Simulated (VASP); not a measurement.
# Cu (I4/mmm) in VASP: notebook

Cu is run at these levels: r2SCAN; tasks: single point.

Everything below comes from runs of VASP 6.6.1. Logs are shortened: lines on timing, memory, paths and dates and some standing lists are left out, and cuts for length are marked.

### Step 1. The cell of the first run

It takes space group I4/mmm (No. 139, tetragonal). Conventional cell: a = 2.895 Å, b = 2.895 Å, c = 2.739 Å, α = 90.00°, β = 90.00°, γ = 90.00°. Cu (site symmetry 4/mmm) has 14 Cu at 2.46 to 2.90 Å within 3.3 Å.

### Step 2. Single point, r2SCAN

The input, POSCAR:

```
Cu
1.0
   -1.4476911059      1.4476911059      1.3693140264
    1.4476911059     -1.4476911059      1.3693140264
    1.4476911059      1.4476911059     -1.3693140264
Cu
1
Direct
    0.0000000000      0.0000000000      0.0000000000
```

The input, INCAR.step1:

```
SYSTEM = Cu
PREC     = Accurate       ! precision mode
ENCUT    = 520            ! plane-wave cutoff, eV
ISMEAR   = 0              ! smearing method
SIGMA    = 0.1            ! smearing width, eV
LREAL    = .FALSE.        ! projectors in reciprocal space
LASPH    = .TRUE.         ! aspherical terms in the spheres
NELM     = 60             ! most SCF steps
NBANDS   = 12             ! bands
GGA      = PE             ! functional
ALGO     = Normal         ! electronic algorithm
EDIFF    = 1E-4           ! SCF threshold, eV
LWAVE    = .TRUE.         ! write WAVECAR
LCHARG   = .FALSE.        ! write CHGCAR
```

The input, INCAR.step2:

```
SYSTEM = Cu
PREC     = Accurate       ! precision mode
ENCUT    = 520            ! plane-wave cutoff, eV
EDIFF    = 1E-6           ! SCF threshold, eV
ISMEAR   = 0              ! smearing method
SIGMA    = 0.1            ! smearing width, eV
LREAL    = .FALSE.        ! projectors in reciprocal space
LASPH    = .TRUE.         ! aspherical terms in the spheres
NELM     = 60             ! most SCF steps
ALGO     = Normal         ! electronic algorithm
ISIF     = 2              ! what is computed and relaxed
LWAVE    = .FALSE.        ! write WAVECAR
LCHARG   = .FALSE.        ! write CHGCAR
METAGGA  = R2SCAN         ! meta-GGA
LMIXTAU  = .TRUE.       
NBANDS   = 12             ! bands
ISTART   = 1
```

The input, KPOINTS:

```
Automatic mesh
0
G
  20 20 20
  0 0 0
```

Potentials or basis: VASP PAW PBE potentials, release 64 (Cu).

Command:

```console
> cat potpaw_PBE.64/Cu/POTCAR > POTCAR
> cp INCAR.step1 INCAR
> mpirun -np 1 vasp_std > vasp.out
> cp INCAR.step2 INCAR
> mpirun -np 1 vasp_std > vasp.out
```

OUTCAR:

```text
SYSTEM = Cu
   PREC = Accurate
   ENCUT = 520
   EDIFF = 1E-6
   ISMEAR = 0
   LREAL = .FALSE.
   LASPH = .TRUE.
   NELM = 60
   ISIF = 2
   METAGGA = R2SCAN
   ISTART = 1

 ion  position               nearest neighbor table
   1  0.000  0.000  0.000-

  LATTYP: Found a body centered tetragonal cell.
 ALAT       =     2.8953822118
 C/A-ratio  =     0.9458606334

  Lattice vectors:

 A1 = (  -1.4476911059,   1.4476911059,   1.3693140264)
 A2 = (   1.4476911059,  -1.4476911059,   1.3693140264)
 A3 = (   1.4476911059,   1.4476911059,  -1.3693140264)

Analysis of symmetry for initial positions (statically):
=====================================================================
 Subroutine PRICEL returns:
 Original cell was already a primitive cell.

 Routine SETGRP: Setting up the symmetry group for a
 body centered tetragonal supercell.

 Subroutine GETGRP returns: Found 16 space group operations
 (whereof 16 operations were pure point group operations)
 out of a pool of 16 trial point group operations.

The static configuration has the point symmetry D_4h.

Analysis of symmetry for dynamics (positions and initial velocities):
=====================================================================
 Subroutine PRICEL returns:
 Original cell was already a primitive cell.

 Routine SETGRP: Setting up the symmetry group for a
 body centered tetragonal supercell.

 Subroutine GETGRP returns: Found 16 space group operations
 (whereof 16 operations were pure point group operations)
 out of a pool of 16 trial point group operations.

The dynamic configuration has the point symmetry D_4h.

 Subroutine INISYM returns: Found 16 space group operations
 (whereof 16 operations are pure point group operations),
 and found     1 'primitive' translations

----------------------------------------------------------------------------------------

                                     Primitive cell

  volume of cell :      11.4793

  direct lattice vectors                    reciprocal lattice vectors
    -1.447691106  1.447691106  1.369314026     0.000000000  0.345377545  0.365146336
     1.447691106 -1.447691106  1.369314026     0.345377545  0.000000000  0.365146336
     1.447691106  1.447691106 -1.369314026     0.345377545  0.345377545  0.000000000

  length of vectors
     2.463055009  2.463055009  2.463055009     0.502610680  0.502610680  0.488437608

  position of ions in fractional coordinates (direct lattice)
     0.000000000  0.000000000  0.000000000

  ion indices of the primitive-cell ions
   primitive index   ion index
                 1           1

----------------------------------------------------------------------------------------

 KPOINTS: Automatic mesh

Automatic generation of k-mesh.
 Grid dimensions read from file:
 generate k-points for:   20   20   20

 Generating k-lattice:

  Cartesian coordinates                     Fractional coordinates (reciprocal lattice)
     0.000000000  0.017268877  0.018257317     0.050000000  0.000000000  0.000000000
     0.017268877  0.000000000  0.018257317     0.000000000  0.050000000  0.000000000
     0.017268877  0.017268877  0.000000000     0.000000000  0.000000000  0.050000000

  Length of vectors
     0.025130534  0.025130534  0.024421880

  Shift w.r.t. Gamma in fractional coordinates (k-lattice)
     0.000000000  0.000000000  0.000000000

 Subroutine IBZKPT returns following result:
 ===========================================

 Found    641 irreducible k-points:

 Following reciprocal coordinates:
            Coordinates               Weight
  0.000000  0.000000  0.000000      1.000000
  0.050000 -0.000000  0.000000      8.000000
  0.100000 -0.000000  0.000000      8.000000
  0.150000  0.000000  0.000000      8.000000
  0.200000 -0.000000  0.000000      8.000000
  0.250000  0.000000  0.000000      8.000000
[... 16 lines left out ...]
 -0.400000  0.050000 -0.000000     16.000000
 -0.350000  0.050000  0.000000     16.000000
 [... further k-points ...]
[... 50 lines left out ...]
      9      32.6558      0.00000
     10      34.7990      0.00000
     11      35.8692      0.00000
     12      37.0946      0.00000

 k-point     4 :       0.1500    0.0000    0.0000
  band No.  band energies     occupation
      1      -1.2182      2.00000
      2       4.2234      2.00000
      3       4.4792      2.00000
      4       4.7688      2.00000
      5       5.3681      2.00000
      6       5.5100      2.00000
      7      28.1731      0.00000
      8      31.2608      0.00000
      9      31.6952      0.00000
     10      33.2222      0.00000
     11      35.0088      0.00000
     12      37.5083      0.00000

 k-point     5 :       0.2000   -0.0000    0.0000
  band No.  band energies     occupation
      1      -0.5367      2.00000
      2       4.1152      2.00000
      3       4.4307      2.00000
      4       5.0022      2.00000
      5       5.3790      2.00000
      6       5.4993      2.00000
      7      25.3386      0.00000
      8      29.9438      0.00000
      9      30.7166      0.00000
     10      31.9759      0.00000
     11      34.3385      0.00000
     12      38.2690      0.00000
[... 228 lines left out ...]
      1       2.4362      2.00000
      2       3.6038      2.00000
      3       5.4527      2.00000
      4       5.6154      2.00000
      5       6.0881      2.00000
      6       7.4273      1.99999
      7      12.9771      0.00000
      8      24.8261      0.00000
      9      25.9656      0.00000
     10      30.4918      0.00000
     11      33.7552      0.00000
     12      43.1149      0.00000

 k-point    22 :      -0.4500    0.0500   -0.0000
  band No.  band energies     occupation
      1       2.3556      2.00000
      2       3.6426      2.00000
      3       5.4586      2.00000
      4       5.4820      2.00000
      5       5.8975      2.00000
      6       6.7159      2.00000
      7      14.3657      0.00000
      8      25.0039      0.00000
      9      26.2865      0.00000
     10      30.6150      0.00000
     11      33.8594      0.00000
     12      43.4689      0.00000

 k-point    23 :      -0.4000    0.0500   -0.0000
  band No.  band energies     occupation
      1       2.1017      2.00000
      2       3.7154      2.00000
      3       5.0165      2.00000
      4       5.4676      2.00000
      5       5.6733      2.00000
      6       6.1724      2.00000
      7      16.4063      0.00000
      8      25.4122      0.00000
      9      26.8818      0.00000
     10      30.8456      0.00000
     11      34.0393      0.00000
     12      43.1699      0.00000

 k-point    24 :      -0.3500    0.0500    0.0000
  band No.  band energies     occupation
      1       1.5450      2.00000
      2       3.8154      2.00000
      3       4.5500      2.00000
      4       5.4406      2.00000
      5       5.5728      2.00000
      6       5.8242      2.00000
      7      18.7727      0.00000
      8      26.0258      0.00000
      9      27.7313      0.00000
     10      31.1852      0.00000
     11      34.3234      0.00000
     12      41.5654      0.00000

 [... further k-points ...]

------------------------ aborting loop because EDIFF is reached ----------------------------------------

  FORCE on cell =-STRESS in cart. coord.  units (eV):
  Direction    XX          YY          ZZ          XY          YZ          ZX
  --------------------------------------------------------------------------------------
  -------------------------------------------------------------------------------------
  Total        0.0517131      0.0517131      0.0433515      0.0000000     -0.0000000      0.0000000
  in kB        7.2176642      7.2176642      6.0506194      0.0000000     -0.0000000      0.0000000
  external PRESSURE =       6.8286492 kB  Pullay stress =       0.0000000 kB

 VOLUME and BASIS-vectors are now :
 -----------------------------------------------------------------------------
  energy-cutoff  :      520.00
  volume of cell :       11.48
      direct lattice vectors                 reciprocal lattice vectors
    -1.447691106  1.447691106  1.369314026     0.000000000  0.345377545  0.365146336
     1.447691106 -1.447691106  1.369314026     0.345377545  0.000000000  0.365146336
     1.447691106  1.447691106 -1.369314026     0.345377545  0.345377545  0.000000000

 POSITION                                       TOTAL-FORCE (eV/Angst)
 -----------------------------------------------------------------------------------
      0.00000      0.00000      0.00000        -0.000000      0.000000     -0.000000
 -----------------------------------------------------------------------------------
    total drift:                                0.000000      0.000000      0.000000

  FREE ENERGIE OF THE ION-ELECTRON SYSTEM (eV)
  ---------------------------------------------------
  free  energy   TOTEN  =       -10.7896870944 eV

  energy  without entropy=      -10.7874016270  energy(sigma->0) =      -10.78854436
```

It took 3.8 min on 1 thread of Intel Xeon 6975P-C (Granite Rapids), shared host; peak memory 0.19 GiB.

What came out:

```
Free energy            : -10.7897 eV
Pressure               : 0.7 GPa
Band gap on the k mesh : zero (an odd number of electrons rules out a gap without spin polarisation)
```

Caveat: the PAW data sets were made with another functional, which shifts forces and pressure a little.

### Step 3. Single point, r2SCAN (biaxial strain in the a-b plane: -1.0 %, then relaxed in part)

The input, POSCAR:

```
Cu
1.0
    2.8664283932      0.0000000000      0.0000000000
    0.0000000000      2.8664283932      0.0000000000
    0.0000000000      0.0000000000      2.7913843836
Cu
2
Direct
    0.0000000000      0.0000000000      0.0000000000
    0.5000000000      0.5000000000      0.5000000000
```

The input, INCAR.step1:

```
PREC     = Accurate       # precision mode
ENCUT    = 520            # plane-wave cutoff, eV
ISMEAR   = 0              # smearing method
SIGMA    = 0.1            # smearing width, eV
LREAL    = False          # projectors in reciprocal space
LASPH    = True           # aspherical terms in the spheres
NELM     = 80             # most SCF steps
NBANDS   = 18             # bands
GGA      = PE             # functional
ALGO     = Normal         # electronic algorithm
EDIFF    = 1E-4           # SCF threshold, eV
LWAVE    = True           # write WAVECAR
LCHARG   = False          # write CHGCAR
```

The input, INCAR.step2:

```
PREC     = Accurate       # precision mode
ENCUT    = 520            # plane-wave cutoff, eV
EDIFF    = 1E-6           # SCF threshold, eV
ISMEAR   = 0              # smearing method
SIGMA    = 0.1            # smearing width, eV
LREAL    = False          # projectors in reciprocal space
LASPH    = True           # aspherical terms in the spheres
NELM     = 80             # most SCF steps
ALGO     = Normal         # electronic algorithm
ISIF     = 2              # what is computed and relaxed
LWAVE    = False          # write WAVECAR
LCHARG   = False          # write CHGCAR
METAGGA  = R2SCAN         # meta-GGA
LMIXTAU  = True         
NBANDS   = 18             # bands
ISTART   = 1
```

The input, KPOINTS:

```
regular mesh
0
Gamma
  18 18 18
```

Potentials or basis: VASP PAW PBE potentials, release 64 (Cu).

Command:

```console
> cat potpaw_PBE.64/Cu/POTCAR > POTCAR
> cp INCAR.step1 INCAR
> mpirun -np 1 vasp_std > vasp.out
> cp INCAR.step2 INCAR
> mpirun -np 1 vasp_std > vasp.out
```

Run time: 6.6 min. Hardware: 1 thread of Intel Xeon Platinum 8259CL at 2.50GHz (Skylake/Cascade Lake), shared host; peak memory 0.29 GiB.

The run converged. Its results:

```yaml
Free_energy: -21.5825 eV
Pressure: 0.8 GPa
Band_gap_on_the_k_mesh: zero (bands 11 and 12 overlap by 8.18 eV)
```

Stress tensor (GPa, compression positive):
```
0.90 0.00 0.00
0.00 0.90 0.00
0.00 0.00 0.61
```

Levels at points of the mesh, in eV from the Fermi level:
```csv
k point,band 9,band 10,band 11,band 12,band 13,band 14
"(0.00, 0.00, 0.00)",-1.65,-1.65,-1.62,8.44,8.44,9.52
"(0.50, 0.00, 0.00)",-2.47,-2.47,-1.45,-1.45,15.12,15.12
"(0.50, 0.50, 0.00)",-1.48,-1.48,-0.83,-0.83,4.55,4.55
"(0.00, 0.00, 0.50)",-2.50,-2.50,-1.23,-1.23,15.42,15.42
"(0.50, 0.00, 0.50)",-1.46,-1.46,-0.62,-0.62,4.85,4.85
"(0.50, 0.50, 0.50)",-2.09,-2.09,6.73,6.73,6.91,6.91
```

Caveat: the cell differs from its parent crystal (biaxial strain in the a-b plane: -1.0 %, then relaxed in part); the PAW data sets were made with another functional, which shifts forces and pressure a little.

### Step 4. Single point, r2SCAN

This run uses another cell than the first one: it holds 2 atoms, not 1.

The input, POSCAR:

```
Cu
1.0
    2.8953822153      0.0000000000      0.0000000000
    0.0000000000      2.8953822153      0.0000000000
    0.0000000000      0.0000000000      2.7386280485
Cu
2
Direct
    0.0000000000      0.0000000000      0.0000000000
    0.5000000000      0.5000000000      0.5000000000
```

The input, INCAR.step1:

```
PREC = Accurate
ENCUT = 520
ISMEAR = 0
SIGMA = 0.1
LREAL = F
LASPH = T
NELM = 60
NBANDS = 18
GGA = PE
ALGO = Normal
EDIFF = 1E-4
LWAVE = T
LCHARG = F
```

The input, INCAR.step2:

```
PREC = Accurate
ENCUT = 520
EDIFF = 1E-6
ISMEAR = 0
SIGMA = 0.1
LREAL = F
LASPH = T
NELM = 60
ALGO = Normal
ISIF = 2
LWAVE = F
LCHARG = F
METAGGA = R2SCAN
LMIXTAU = T
NBANDS = 18
ISTART = 1
```

The input, KPOINTS:

```
Automatic mesh
0
Gamma
  18 18 18
```

Command:

```console
> cat potpaw_PBE.64/Cu/POTCAR > POTCAR
> cp INCAR.step1 INCAR
> mpirun -np 1 vasp_std > vasp.out
> cp INCAR.step2 INCAR
> mpirun -np 1 vasp_std > vasp.out
```

Run time: 6 min. Hardware: 1 thread of Intel Xeon Platinum 8259CL at 2.50GHz (Skylake/Cascade Lake), shared host; peak memory 0.29 GiB.

The run converged. Its results:

```yaml
Free_energy: -21.5829 eV
Pressure: 0.6 GPa
Band_gap_on_the_k_mesh: zero (bands 11 and 12 overlap by 8.12 eV)
```

Stress tensor (GPa, compression positive):
```
0.75 0.00 0.00
0.00 0.75 0.00
0.00 0.00 0.41
```

Levels at points of the mesh, in eV from the Fermi level:
```
           k point  band 7  band 8  band 9  band 10  band 11  band 12  band 13  band 14  band 15  band 16
(0.00, 0.00, 0.00)   -2.39   -2.15   -1.66    -1.66    -1.60     8.06     8.06    10.34    13.62    14.40
(0.50, 0.00, 0.00)   -2.86   -2.86   -2.45    -2.45    -1.53    -1.53    14.65    14.65    16.67    16.67
(0.50, 0.50, 0.00)   -2.20   -2.20   -1.49    -1.49    -0.98    -0.98     4.34     4.34    19.54    19.54
(0.00, 0.00, 0.50)   -3.08   -3.08   -2.52    -2.52    -1.06    -1.06    15.29    15.29    15.29    15.29
(0.50, 0.00, 0.50)   -2.03   -2.03   -1.46    -1.46    -0.52    -0.52     4.98     4.98    18.04    18.04
(0.50, 0.50, 0.50)   -2.17   -2.17   -2.05    -2.05     6.60     6.60     6.99     6.99     6.99     6.99
```

Caveat: the PAW data sets were made with another functional, which shifts forces and pressure a little.

### Step 5. Single point, r2SCAN (biaxial strain in the a-b plane: -2.0 %, then relaxed in part)

The input, POSCAR:

```
Cu
1.0
    2.8374745710      0.0000000000      0.0000000000
    0.0000000000      2.8374745710      0.0000000000
    0.0000000000      0.0000000000      2.8534590875
Cu
2
Direct
    0.0000000000      0.0000000000      0.0000000000
    0.5000000000      0.5000000000      0.5000000000
```

The input, INCAR.step1:

```
ALGO = Normal ; EDIFF = 1E-4
ENCUT = 520 ; GGA = PE
ISMEAR = 0 ; LASPH = T
LCHARG = F ; LREAL = F
LWAVE = T ; NBANDS = 18
NELM = 100 ; PREC = Accurate
SIGMA = 0.1
```

The input, INCAR.step2:

```
ALGO = Normal ; EDIFF = 1E-6
ENCUT = 520 ; ISIF = 2
ISMEAR = 0 ; ISTART = 1
LASPH = T ; LCHARG = F
LMIXTAU = T ; LREAL = F
LWAVE = F ; METAGGA = R2SCAN
NBANDS = 18 ; NELM = 100
PREC = Accurate ; SIGMA = 0.1
```

The input, KPOINTS:

```
k-points
0
Gamma
  18 18 18
```

Command:

```console
> cat potpaw_PBE.64/Cu/POTCAR > POTCAR
> cp INCAR.step1 INCAR
> mpirun -np 1 vasp_std > vasp.out
> cp INCAR.step2 INCAR
> mpirun -np 1 vasp_std > vasp.out
```

Wall time 6.7 min (1 thread of Intel Xeon Platinum 8259CL at 2.50GHz (Skylake/Cascade Lake), shared host); peak memory 0.29 GiB.

It converged, with:

| Property | Result |
| --- | --- |
| Free energy | -21.5821 eV |
| Pressure | 0.5 GPa |
| Band gap on the k mesh | zero (bands 11 and 12 overlap by 8.24 eV) |

Stress tensor (GPa, compression positive):
```
0.39 0.00 0.00
0.00 0.39 0.00
0.00 0.00 0.63
```

Levels at points of the mesh, in eV from the Fermi level:
| k point | band 8 | band 9 | band 10 | band 11 | band 12 | band 13 | band 14 | band 15 |
| --- | --- | --- | --- | --- | --- | --- | --- | --- |
| (0.00, 0.00, 0.00) | -2.25 | -1.65 | -1.64 | -1.64 | 8.63 | 8.86 | 8.86 | 14.12 |
| (0.50, 0.00, 0.00) | -2.99 | -2.48 | -2.48 | -1.37 | -1.37 | 15.41 | 15.41 | 15.62 |
| (0.50, 0.50, 0.00) | -2.13 | -1.46 | -1.46 | -0.66 | -0.66 | 4.78 | 4.78 | 18.40 |
| (0.00, 0.00, 0.50) | -2.99 | -2.48 | -2.48 | -1.41 | -1.41 | 15.55 | 15.55 | 15.55 |
| (0.50, 0.00, 0.50) | -2.14 | -1.47 | -1.47 | -0.71 | -0.71 | 4.72 | 4.72 | 18.55 |
| (0.50, 0.50, 0.50) | -2.12 | -2.11 | -2.11 | 6.82 | 6.82 | 6.82 | 6.82 | 6.86 |

Caveat: the cell differs from its parent crystal (biaxial strain in the a-b plane: -2.0 %, then relaxed in part); the PAW data sets were made with another functional, which shifts forces and pressure a little.

### Step 6. Overview

| cell | k mesh | gap on the mesh (eV) | pressure (GPa) |
| --- | --- | --- | --- |
| a = 2.463 Å, angles 108.0, 108.0, 112.4°, 1 atom, atomic positions A | 20 × 20 × 20 | none | 0.7 |
| a = 2.866, b = 2.866, c = 2.791 Å, 2 atoms, atomic positions B | 18 × 18 × 18 | none | 0.8 |
| a = 2.895, b = 2.895, c = 2.739 Å, 2 atoms, atomic positions B | 18 × 18 × 18 | none | 0.6 |
| a = 2.837, b = 2.837, c = 2.853 Å, 2 atoms, atomic positions B | 18 × 18 × 18 | none | 0.5 |

Alike in all rows: task single point; level r2SCAN; potentials or basis VASP PAW PBE potentials, release 64 (Cu); no spin polarisation; cutoff (eV) 520; smearing gaussian 0.1 eV.

Caveats: the PAW data sets were made with another functional, which shifts forces and pressure a little.

Absolute energies hang on the potentials; compare differences alone.
